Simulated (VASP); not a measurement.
Crystal: V.

```
V
1.0
    -1.51000    1.51000    1.51000
     1.51000   -1.51000    1.51000
     1.51000    1.51000   -1.51000
V
1
Direct
  0.00000 0.00000 0.00000
```

```yaml
Program: VASP 6.6.1
Task: relaxation of cell and atoms
Functional: PBE
Potentials_or_basis: VASP PAW PBE potentials, release 64 (V_sv)
Cutoff: 600 eV
k_mesh: 25 × 25 × 25
Occupations: methfessel-paxton, width 0.1 eV
Spin: no spin polarisation
```

At the start: pressure -4.0 GPa; volume 13.77 Å³/atom.

Task: How do energy, volume and symmetry change on relaxing?

Result: Over 3 steps the energy falls by 4.0 meV/atom and the volume is 13.46 Å³/atom (-2.2 %); space group Im-3m (No. 229, to 0.05 Å).

Step by step:
```tsv
step	energy change (eV)	largest force (eV/Å)	pressure (GPa)	volume (Å³)
1	0.0000	0.0000	-3.99	13.77
2	0.0018	0.0000	5.24	13.10
3	-0.0040	0.0000	-0.02	13.46
```

Final structure:
```
V
1.0
    -1.49859    1.49859    1.49859
     1.49859   -1.49859    1.49859
     1.49859    1.49859   -1.49859
V
1
Direct
  0.00000 0.00000 0.00000
```
